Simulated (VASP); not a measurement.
# Co (P6_3/mmc) in VASP: further runs

Runs on Co. Level: PBEsol. Tasks: single point.

Everything below comes from runs of VASP 6.6.1. Logs are shortened: lines on timing, memory, paths and dates and some standing lists are left out, and cuts for length are marked.

### Step 1. The cell of the first run

Symmetry: P6_3/mmc, No. 194, hexagonal system. The conventional cell has a = 2.431 Å, b = 2.431 Å, c = 3.809 Å, α = 90.00°, β = 90.00°, γ = 120.00°. Within 3.1 Å of Co (site symmetry -6m2) lie 12 Co at 2.37 to 2.43 Å.

### Step 2. Single point, PBEsol, collinear spin, ferromagnetic start

Input file INCAR:

```
ALGO = Fast ; EDIFF = 1E-6
ENCUT = 520 ; GGA = PS
ISIF = 2 ; ISMEAR = 0
ISPIN = 2 ; LASPH = True
LCHARG = False ; LMAXMIX = 4
LORBIT = 11 ; LREAL = False
LWAVE = False ; MAGMOM = 1.79 1.79
NBANDS = 20 ; NELM = 150
PREC = Accurate ; SIGMA = 0.15
```

Input file KPOINTS:

```
k-points
0
Gamma
  21 21 12
```

Input file POSCAR:

```
Co
1.0
    2.4310000000      0.0000000000      0.0000000000
   -1.2155000000      2.1053077566      0.0000000000
    0.0000000000      0.0000000000      3.8087000000
Co
2
Direct
    0.3333333333      0.6666666667      0.2500000000
    0.6666666667      0.3333333333      0.7500000000
```

Potentials or basis: VASP PAW PBE potentials, release 64 (Co).

The run is started by

```
cat potpaw_PBE.64/Co/POTCAR > POTCAR
mpirun -np 1 vasp_std > vasp.out
```

OUTCAR:

```text
EDIFF = 1E-6
   ENCUT = 520
   GGA = PS
   ISIF = 2
   ISMEAR = 0
   ISPIN = 2
   LASPH = True
   LORBIT = 11
   LREAL = False
   NELM = 150
   PREC = Accurate

 ion  position               nearest neighbor table
   1  0.333  0.667  0.250-   2 2.37   2 2.37   2 2.37   2 2.37   2 2.37   2 2.37
   2  0.667  0.333  0.750-   1 2.37   1 2.37   1 2.37   1 2.37   1 2.37   1 2.37

  LATTYP: Found a hexagonal cell.
 ALAT       =     2.4310000000
 C/A-ratio  =     1.5667215138

  Lattice vectors:

 A1 = (   2.4310000000,   0.0000000000,   0.0000000000)
 A2 = (  -1.2155000000,   2.1053077566,   0.0000000000)
 A3 = (   0.0000000000,   0.0000000000,   3.8087000000)

Analysis of symmetry for initial positions (statically):
=====================================================================
 Subroutine PRICEL returns:
 Original cell was already a primitive cell.

 Routine SETGRP: Setting up the symmetry group for a
 hexagonal supercell.

 Subroutine GETGRP returns: Found 24 space group operations
 (whereof 12 operations were pure point group operations)
 out of a pool of 24 trial point group operations.

The static configuration has the point symmetry D_3d.
 The point group associated with its full space group is D_6h.

Analysis of symmetry for dynamics (positions and initial velocities):
=====================================================================
 Subroutine PRICEL returns:
 Original cell was already a primitive cell.

 Routine SETGRP: Setting up the symmetry group for a
 hexagonal supercell.

 Subroutine GETGRP returns: Found 24 space group operations
 (whereof 12 operations were pure point group operations)
 out of a pool of 24 trial point group operations.

The dynamic configuration has the point symmetry D_3d.
 The point group associated with its full space group is D_6h.

Analysis of structural, dynamic, and magnetic symmetry:
=====================================================================
 Subroutine PRICEL returns:
 Original cell was already a primitive cell.

 Routine SETGRP: Setting up the symmetry group for a
 hexagonal supercell.

 Subroutine GETGRP returns: Found 24 space group operations
 (whereof 12 operations were pure point group operations)
 out of a pool of 24 trial point group operations.

The overall configuration has the point symmetry D_3d.
 The point group associated with its full space group is D_6h.

 Subroutine INISYM returns: Found 24 space group operations
 (whereof 12 operations are pure point group operations),
 and found     1 'primitive' translations

----------------------------------------------------------------------------------------

                                     Primitive cell

  volume of cell :      19.4929

  direct lattice vectors                    reciprocal lattice vectors
     2.431000000  0.000000000  0.000000000     0.411353353  0.237494969  0.000000000
    -1.215500000  2.105307757  0.000000000     0.000000000  0.474989938  0.000000000
     0.000000000  0.000000000  3.808700000     0.000000000  0.000000000  0.262556778

  length of vectors
     2.431000000  2.431000000  3.808700000     0.474989938  0.474989938  0.262556778

  position of ions in fractional coordinates (direct lattice)
     0.333333333  0.666666667  0.250000000
     0.666666667  0.333333333  0.750000000

  ion indices of the primitive-cell ions
   primitive index   ion index
                 1           1
                 2           2

----------------------------------------------------------------------------------------

 KPOINTS: k-points

Automatic generation of k-mesh.
 Grid dimensions read from file:
 generate k-points for:   21   21   12

 Generating k-lattice:

  Cartesian coordinates                     Fractional coordinates (reciprocal lattice)
     0.019588255  0.011309284  0.000000000     0.047619048  0.000000000  0.000000000
     0.000000000  0.022618568  0.000000000     0.000000000  0.047619048  0.000000000
     0.000000000  0.000000000  0.021879731     0.000000000  0.000000000  0.083333333

  Length of vectors
     0.022618568  0.022618568  0.021879731

  Shift w.r.t. Gamma in fractional coordinates (k-lattice)
     0.000000000  0.000000000  0.000000000

 Subroutine IBZKPT returns following result:
 ===========================================

 Found    336 irreducible k-points:

 Following reciprocal coordinates:
            Coordinates               Weight
  0.000000  0.000000  0.000000      1.000000
  0.047619  0.000000  0.000000      6.000000
  0.095238  0.000000  0.000000      6.000000
  0.142857  0.000000  0.000000      6.000000
  0.190476  0.000000  0.000000      6.000000
  0.238095  0.000000  0.000000      6.000000
[... 16 lines left out ...]
  0.142857  0.095238  0.000000     12.000000
  0.190476  0.095238  0.000000     12.000000
 [... further k-points ...]
   k-points           NKPTS =    336   k-points in BZ     NKDIM =    336   number of bands    NBANDS=     20
   number of dos      NEDOS =    301   number of ions     NIONS =      2
   total plane-waves  NPLWV =   9072
   dimension x,y,z NGX =    18 NGY =   18 NGZ =   28
   dimension x,y,z NGXF=    36 NGYF=   36 NGZF=   56
   ions per type =               2
   NGX,Y,Z   is equivalent  to a cutoff of  12.31, 12.31, 12.22 a.u.
   NGXF,Y,Z  is equivalent  to a cutoff of  24.62, 24.62, 24.44 a.u.
 SYSTEM =  unknown system
   PREC   = accura    normal or accurate (medium, high low for compatibility)
   ISTART =      0    job   : 0-new  1-cont  2-samecut
   ICHARG =      2    charge: 1-file 2-atom 10-const
   ISPIN  =      2    spin polarized calculation?
   LNONCOLLINEAR =      F non collinear calculations
   LSORBIT =      F    spin-orbit coupling
   LASPH  =      T    aspherical Exc in radial PAW
   ENCUT  =  520.0 eV  38.22 Ry    6.18 a.u.   4.52  4.52  7.08*2*pi/ulx,y,z
   NELM   =    150;   NELMIN=  2; NELMDL= -5     # of ELM steps
   EDIFF  = 0.1E-05   stopping-criterion for ELM
   LREAL  =      F    real-space projection
   EDIFFG = 0.1E-04   stopping-criterion for IOM
   NSW    =      0    number of steps for IOM
   IBRION =     -1    ionic relax: 0-MD 1-quasi-New 2-CG
   NFREE  =      0    steps in history (QN), initial steepest desc. (CG)
   ISIF   =      2    stress and relaxation
   ISYM   =      2    0-nonsym 1-usesym 2-fastsym
   POTIM  = 0.5000    time-step for ionic-motion
   TEBEG  =    0.0;   TEEND  =   0.0 temperature during run
   PSTRESS=    0.0 pullay stress
   NELECT =      18.0000    total number of electrons
   NUPDOWN=      -1.0000    fix difference up-down
   EMIN   =  10.00;   EMAX   =-10.00  energy-range for DOS
   EFERMI =   0.00;   METHOD = LEGACY
   ISMEAR =     0;   SIGMA  =   0.15  broadening in eV -4-tet -1-fermi 0-gaus
   EFERMI_NEDOS =   21; number of points for ismear=-14 and -15
   IALGO  =     68    algorithm
   IMIX   =      4    mixing-type and parameters
     AMIX     =   0.40;   BMIX     =  1.00
     AMIX_MAG =   1.60;   BMIX_MAG =  1.00
  volume/ion in A,a.u.               =       9.75        65.77
  Fermi-wavevector in a.u.,A,eV,Ry     =   1.594189  3.012581 34.578385  2.541440
  Thomas-Fermi vector in A             =   2.692302
   LORBIT       =     11    0 simple, 1 ext, 2 COOP (PROOUT), +10 PAW based schemes
   GGA     = PS    functional components
   LHFCALC =     F    Hartree Fock is set to
   AEXX    =    0.0000 exact exchange contribution
   IVDW    =     0    specifies the selected vdW correction
   LEPSILON=     F    determine dielectric tensor
   LRPA    =     F    only Hartree local field effects (RPA)
 spin polarized calculation
 RMM-DIIS sequential band-by-band and
 Gauss-broadening in eV      SIGMA  =   0.15
  energy-cutoff  :      520.00
  volume of cell :       19.49
 maximum number of plane-waves:       542
 NGX is ok and might be reduce to    18
   NGX =  9   NGY =  9   NGZ = 15

 number of electron      17.9999993 magnetization       3.0151396

 Free energy of the ion-electron system (eV)
  ---------------------------------------------------
  ext. energy  EPLUGINS =         0.00000000
  ---------------------------------------------------
  free energy    TOTEN  =       -15.41141752 eV

  energy without entropy =      -15.39460542  energy(sigma->0) =      -15.40301147

 E-fermi :  11.6482     XC(G=0): -14.2242

 val. band max:       11.6480777519   @ k =   0.3333   0.2381   0.4167
 cond. band min:      11.6490905027   @ k =   0.1905   0.1429   0.1667
 fundamental gap:      0.0010127508
 Fermi energy:        11.6481855226

 spin component 1

 k-point     1 :       0.0000    0.0000    0.0000
  band No.  band energies     occupation
      1       2.0567      1.00000
      2       6.0121      1.00000
      3       8.9336      1.00000
      4       8.9336      1.00000
      5       9.1104      1.00000
      6       9.3553      1.00000
[... 12 lines left out ...]
     19      38.7751      0.00000
     20      39.0435      0.00000

 k-point     2 :       0.0476    0.0000    0.0000
  band No.  band energies     occupation
      1       2.1416      1.00000
      2       6.0632      1.00000
      3       8.8240      1.00000
      4       8.9764      1.00000
      5       9.2050      1.00000
      6       9.3354      1.00000
[... 12 lines left out ...]
     19      39.9670      0.00000
     20      40.3972      0.00000
[... 465 lines left out ...]
      3       8.1020      1.00000
      4       8.3411      1.00000
      5       9.0931      1.00000
      6       9.1005      1.00000
[... 12 lines left out ...]
     19      38.0347      0.00000
     20      41.1864      0.00000

 k-point    24 :       0.1905    0.0952    0.0000
  band No.  band energies     occupation
      1       4.2241      1.00000
      2       6.9362      1.00000
      3       7.9198      1.00000
      4       7.9412      1.00000
      5       8.9554      1.00000
      6       9.0759      1.00000
[... 12 lines left out ...]
     19      38.1676      0.00000
     20      39.7829      0.00000

 [... further k-points ...]

 spin component 2

 k-point     1 :       0.0000    0.0000    0.0000
  band No.  band energies     occupation
      1       2.1322      1.00000
      2       6.9386      1.00000
      3      10.4517      1.00000
      4      10.4517      1.00000
      5      10.6635      1.00000
      6      10.9332      1.00000
[... 12 lines left out ...]
     19      39.1392      0.00000
     20      39.1392      0.00000

 k-point     2 :       0.0476    0.0000    0.0000
  band No.  band energies     occupation
      1       2.2175      1.00000
      2       6.9953      1.00000
      3      10.3268      1.00000
      4      10.4982      1.00000
      5      10.7673      1.00000
      6      10.9079      1.00000
[... 12 lines left out ...]
     19      40.3318      0.00000
     20      40.7036      0.00000
[... 465 lines left out ...]
      3       9.4224      1.00000
      4       9.4619      1.00000
      5      10.5923      1.00000
      6      10.6131      1.00000
[... 12 lines left out ...]
     19      38.2223      0.00000
     20      41.6734      0.00000

 k-point    24 :       0.1905    0.0952    0.0000
  band No.  band energies     occupation
      1       4.3398      1.00000
      2       8.0222      1.00000
      3       9.0060      1.00000
      4       9.2371      1.00000
      5      10.4530      1.00000
      6      10.5417      1.00000
[... 12 lines left out ...]
     19      38.4194      0.00000
     20      40.2555      0.00000

 [... further k-points ...]

------------------------ aborting loop because EDIFF is reached ----------------------------------------

  FORCE on cell =-STRESS in cart. coord.  units (eV):
  Direction    XX          YY          ZZ          XY          YZ          ZX
  --------------------------------------------------------------------------------------
  -------------------------------------------------------------------------------------
  Total        1.5174220      1.5174220      2.9935744      0.0000000      0.0000000      0.0000000
  in kB      124.7210142    124.7210142    246.0499706      0.0000000      0.0000000      0.0000000
  external PRESSURE =     165.1639997 kB  Pullay stress =       0.0000000 kB

 VOLUME and BASIS-vectors are now :
 -----------------------------------------------------------------------------
  energy-cutoff  :      520.00
  volume of cell :       19.49
      direct lattice vectors                 reciprocal lattice vectors
     2.431000000  0.000000000  0.000000000     0.411353353  0.237494969  0.000000000
    -1.215500000  2.105307757  0.000000000     0.000000000  0.474989938  0.000000000
     0.000000000  0.000000000  3.808700000     0.000000000  0.000000000  0.262556778

 POSITION                                       TOTAL-FORCE (eV/Angst)
 -----------------------------------------------------------------------------------
     -0.00000      1.40354      0.95217         0.000000     -0.000000      0.000000
      1.21550      0.70177      2.85652        -0.000000      0.000000      0.000000
 -----------------------------------------------------------------------------------
    total drift:                               -0.000000      0.000000     -0.000000

  FREE ENERGIE OF THE ION-ELECTRON SYSTEM (eV)
  ---------------------------------------------------
  free  energy   TOTEN  =       -15.4114175177 eV

  energy  without entropy=      -15.3946054207  energy(sigma->0) =      -15.40301147

 total charge

# of ion       s       p       d       tot
------------------------------------------
    1        0.537   0.626   7.345   8.507
    2        0.537   0.626   7.345   8.507
--------------------------------------------------
tot          1.074   1.251  14.689  17.014

 magnetization (x)

# of ion       s       p       d       tot
------------------------------------------
    1       -0.016  -0.053   1.573   1.504
    2       -0.016  -0.053   1.573   1.504
--------------------------------------------------
tot         -0.032  -0.105   3.145   3.007
```

Run time: 4.5 min. Hardware: 1 thread of Oxide Virtual Turin-like, shared host; peak memory 0.24 GiB.

Results:

```yaml
Free_energy: -15.4114 eV
Pressure: 16.5 GPa
Net_moment: 3.02 μB per cell
Site_moments: Co +1.50 μB
Valence_electrons_inside_the_program's_atomic_spheres: Co 8.51
```

Levels at points of the mesh, in eV from the Fermi level:
Spin up:
| k point | band 6 | band 7 | band 8 | band 9 | band 10 | band 11 | band 12 | band 13 | band 14 | band 15 |
| --- | --- | --- | --- | --- | --- | --- | --- | --- | --- | --- |
| (0.00, 0.00, 0.00) | -2.29 | -2.29 | -2.02 | -2.02 | -0.57 | -0.57 | 0.24 | 7.87 | 22.42 | 25.82 |
| (0.00, 0.00, 0.50) | -2.84 | -2.84 | -2.84 | -0.93 | -0.93 | -0.93 | -0.93 | 17.13 | 17.13 | 23.27 |
Spin down:
| k point | band 5 | band 6 | band 7 | band 8 | band 9 | band 10 |
| --- | --- | --- | --- | --- | --- | --- |
| (0.00, 0.00, 0.00) | -0.98 | -0.71 | -0.71 | -0.41 | -0.41 | 0.29 |
| (0.00, 0.00, 0.50) | -1.32 | -1.32 | -1.32 | -1.32 | 0.78 | 0.78 |

Caveat: the stress differs along the axes, from 12 to 25 GPa; the PAW data sets were made with another functional, which shifts forces and pressure a little.

(Continued in part 2 of 2.)
